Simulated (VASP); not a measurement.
## Al3Si8N3: single point with PBE

The system is Al3Si8N3.

```
Al N Si
1.0
     5.77320   -0.06485   -0.25154
    -0.06485    5.94714    0.06850
    -0.25154    0.06850    6.52735
Al N Si
3 3 8
Direct
  0.49939 0.75391 0.09605
  0.22171 0.16964 0.23209
  0.22956 0.03410 0.79727
  0.97274 0.38700 0.18262
  0.42233 0.42566 0.10685
  0.19205 0.78620 0.14014
  0.90788 0.23081 0.53423
  0.95732 0.59431 0.43095
  0.83123 0.92899 0.83565
  0.18909 0.52508 0.95914
  0.68573 0.85586 0.49657
  0.34187 0.56181 0.53676
  0.73206 0.16187 0.11646
  0.45251 0.17053 0.50821
```

- Program: VASP 6.6.1
- Task: single point
- Functional: PBE
- Potentials or basis: VASP PAW PBE potentials, release 64 (Al, N, Si)
- Cutoff: 520 eV
- k mesh: 1 × 1 × 1, shifted
- Occupations: fermi-dirac, width 0.2482 eV
- Spin: no spin polarisation
- Dipole correction: no
- Further INCAR settings: ALGO = Normal; EDIFF = 1e-06; NBANDS = 41; ISYM = 0

```json
{
  "Pressure": "0.5 GPa",
  "Largest force": "3.672 eV/Å",
  "Band gap on the k mesh": "0.19 eV"
}
```

Forces on the atoms (eV/Å):
```
Al   2.455  0.041  0.827
Al  -1.484 -0.165 -3.354
Al   0.629 -0.185  0.426
N   -1.217 -0.772 -0.375
N    2.424 -0.562  0.337
N   -0.547  0.290 -0.322
Si  -0.524 -1.283  1.013
Si   0.493  0.392 -2.816
Si  -0.864  0.279  1.137
Si  -3.194  0.134 -0.042
Si   0.121 -1.071 -1.198
Si   0.442  0.455  1.357
Si   0.316  1.802  0.316
Si   0.949  0.644  2.694
```

Stress tensor (GPa, compression positive):
```
 2.58 -3.25  7.23
-3.25 -4.03 -0.76
 7.23 -0.76  3.01
```

Levels at points of the mesh, in eV from the valence-band top:
```
           k point  band 25  band 26  band 27  band 28  band 29  band 30  band 31  band 32
(0.25, 0.25, 0.25)    -1.65    -1.03    -0.43     0.00     0.19     0.49     1.01     1.32
```

Run time: 16 s on 1 thread of AMD EPYC 9R45 96-Core Processor (Zen 5) (shared host), peak memory 0.29 GiB.

Caveat: the k points lie up to 1.09 Å⁻¹ apart.
